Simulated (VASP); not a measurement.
A run of VASP 6.6.1 is set up as follows.

INCAR

```
PREC     = Accurate       # precision mode
ENCUT    = 520            # plane-wave cutoff, eV
EDIFF    = 1E-8           # SCF threshold, eV
ISMEAR   = -1             # smearing method
SIGMA    = 0.03           # smearing width, eV
LREAL    = False          # projectors in reciprocal space
LASPH    = True           # aspherical terms in the spheres
NELM     = 150            # most SCF steps
ALGO     = Normal         # electronic algorithm
ISIF     = 2              # what is computed and relaxed
LWAVE    = False          # write WAVECAR
LCHARG   = False          # write CHGCAR
ISPIN    = 2              # spin polarisation
MAGMOM   = 7 0            # initial moments
LORBIT   = 11             # projections on sites
LMAXMIX  = 6              # l up to which the mixer works
GGA      = PE             # functional
LEFG     = True         
NBANDS   = 22             # bands
```

The input KPOINTS:

```
regular mesh
0
Gamma
  9 9 9
```

The input POSCAR:

```
EuSb
1.0
    0.0000000000      3.6310537373      3.6310537373
    3.6310537373      0.0000000000      3.6310537373
    3.6310537373      3.6310537373      0.0000000000
Eu Sb
1 1
Direct
    0.0000000000      0.0000000000      0.0000000000
    0.2500000000      0.2500000000      0.2500000000
```

Potentials or basis: VASP PAW PBE potentials, release 64 (Eu, Sb).

Run with:

```bash
$ cat potpaw_PBE.64/Eu/POTCAR potpaw_PBE.64/Sb/POTCAR > POTCAR
$ mpirun -np 1 vasp_std > vasp.out
```

Question: What does it give for the band gap on the k mesh?

Answer: Zero (filled and empty bands overlap).

Question: What does it give for the site moments?

Answer: Eu +6.39; Sb -0.26 μB.

Question: What does it give for the net moment?

Answer: 6.00 μB per cell.

Question: Estimate the pressure.

Answer: -0.1 GPa.

Caveat: spin-orbit coupling is left out, which moves the levels of the heavy elements; a cell with one magnetic atom can't hold antiferromagnetic order, which such compounds often take; semilocal functionals describe open f shells poorly, which spoils levels, moments and volumes. The state reached can hang on the start; a lower one may exist.
